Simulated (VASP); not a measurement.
Here is a VASP 6.6.1 calculation.

Contents of INCAR:

```
SYSTEM = In3BiSb2
PREC     = Accurate       ! precision mode
ENCUT    = 520            ! plane-wave cutoff, eV
EDIFF    = 1E-7           ! SCF threshold, eV
ISMEAR   = -1             ! smearing method
SIGMA    = 0.02           ! smearing width, eV
LREAL    = .FALSE.        ! projectors in reciprocal space
LASPH    = .TRUE.         ! aspherical terms in the spheres
NELM     = 60             ! most SCF steps
ALGO     = Normal         ! electronic algorithm
ISIF     = 2              ! what is computed and relaxed
LWAVE    = .FALSE.        ! write WAVECAR
LCHARG   = .TRUE.         ! write CHGCAR
GGA      = PE             ! functional
LELF     = .TRUE.         ! ELF
LVHAR    = .TRUE.       
NBANDS   = 41             ! bands
```

The input KPOINTS:

```
Automatic mesh
0
G
  6 6 2
  0 0 0
```

Contents of POSCAR:

```
In3BiSb2
1.0
    4.6972057619      0.0000000000      0.0000000000
   -2.3486028809      4.0678995166      0.0000000000
    0.0000000000      0.0000000000     11.4972293029
Sb Bi In
2 1 3
Direct
    0.0000000000      0.0000000000      0.0029669446
    0.3333333333      0.6666666667      0.3312241563
    0.6666666667      0.3333333333      0.6656474557
    0.3333333333      0.6666666667      0.0833708467
    0.6666666667      0.3333333333      0.4112629399
    0.0000000000      0.0000000000      0.7555276568
```

Potentials or basis: VASP PAW PBE potentials, release 64 (Sb, Bi_d, In_d).

The run is started by

```bash
$ cat potpaw_PBE.64/Sb/POTCAR potpaw_PBE.64/Bi_d/POTCAR potpaw_PBE.64/In_d/POTCAR > POTCAR
$ mpirun -np 1 vasp_std > vasp.out
```

Q: What does it give for the pressure?

A: 1.1 GPa.

Q: Estimate the largest force.

A: 0.013 eV/Å.

Forces in eV/Å, atoms in the order of the input:
```
Sb   0.000  0.000  0.009
Sb   0.000  0.000  0.010
Bi   0.000  0.000 -0.013
In   0.000  0.000 -0.011
In   0.000  0.000  0.001
In   0.000  0.000  0.005
```
